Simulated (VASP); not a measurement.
**Re: single point with revPBE**

Crystal: Re.

```
Re
1.0
     0.00000    1.90888    1.90888
     1.90888    0.00000    1.90888
     1.90888    1.90888    0.00000
Re
1
Direct
  0.00000 0.00000 0.00000
```

This cell differs from its parent crystal: volume scaled by 0.92.

| Quantity | Value |
| --- | --- |
| Program | VASP 6.6.1 |
| Task | single point |
| Functional | revPBE |
| Potentials or basis | VASP PAW PBE potentials, release 64 (Re) |
| Cutoff | 520 eV |
| k mesh | 16 × 16 × 16 |
| Occupations | fermi-dirac, width 0.1 eV |
| Spin | no spin polarisation |
| Dipole correction | no |
| Further INCAR settings | ALGO = Normal; EDIFF = 1e-06; NBANDS = 10 |

The pressure is 35.4 GPa.

Levels at points of the mesh, in eV from the Fermi level:
```tsv
k point	band 1	band 2	band 3	band 4	band 5	band 6	band 7	band 8
(0.00, 0.00, 0.00)	-10.53	-2.08	-2.08	-2.08	1.39	1.39	13.91	19.91
(0.50, 0.00, 0.00)	-7.31	-2.32	-2.32	0.31	4.17	4.17	10.85	13.43
(0.50, 0.50, 0.00)	-7.36	-6.45	3.07	4.13	4.99	4.99	12.75	12.75
```

Run time: 21 s on 1 thread of AMD EPYC 7R13, with other jobs on the host, peak memory 0.11 GiB.

Caveat: the PAW data sets were made with another functional, which shifts forces and pressure a little; spin-orbit coupling is left out, which moves the levels of the heavy elements.
